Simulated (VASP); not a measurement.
Runs of VASP 6.6.1 on C. The structure is that of space group P6_3/mmc (No. 194), or close to it. The cells are those of the table. 

```tsv
task	level	cell	k mesh	cutoff (eV)	gap on the mesh (eV)	pressure (GPa)	relaxed volume (Å³/atom)	largest force (eV/Å)
relaxation of cell and atoms	PBEsol	relaxed from a = 2.482, b = 2.482, c = 8.107 Å, angles 90.0, 90.0, 120.0°, 8 atoms	9 × 9 × 4	600	4.44	0.0	(a)	-
single point	PBEsol	a = 2.505, b = 2.505, c = 8.264 Å, angles 90.0, 90.0, 120.0°, 8 atoms	9 × 9 × 4	520	4.44	1.1	-	0.01
relaxation of cell and atoms	r2SCAN+rVV10	relaxed from a = 2.505, b = 2.505, c = 8.264 Å, angles 90.0, 90.0, 120.0°, 8 atoms	12 × 12 × 4	600	4.74	0.0	5.64	-
single point	r2SCAN+rVV10	a = 2.508, b = 2.508, c = 8.275 Å, angles 90.0, 90.0, 120.0°, 8 atoms	12 × 12 × 4	520	4.75	1.1	-	0.01
```

Alike in all rows: potentials or basis VASP PAW PBE potentials, release 64 (C); no spin polarisation; smearing fermi-dirac 0.03 eV.

Task: Fill in the values left out.

Result: (a) 5.62.

Caveats: the PAW data sets were made with another functional, which shifts forces and pressure a little.

A k mesh can miss the band edges.
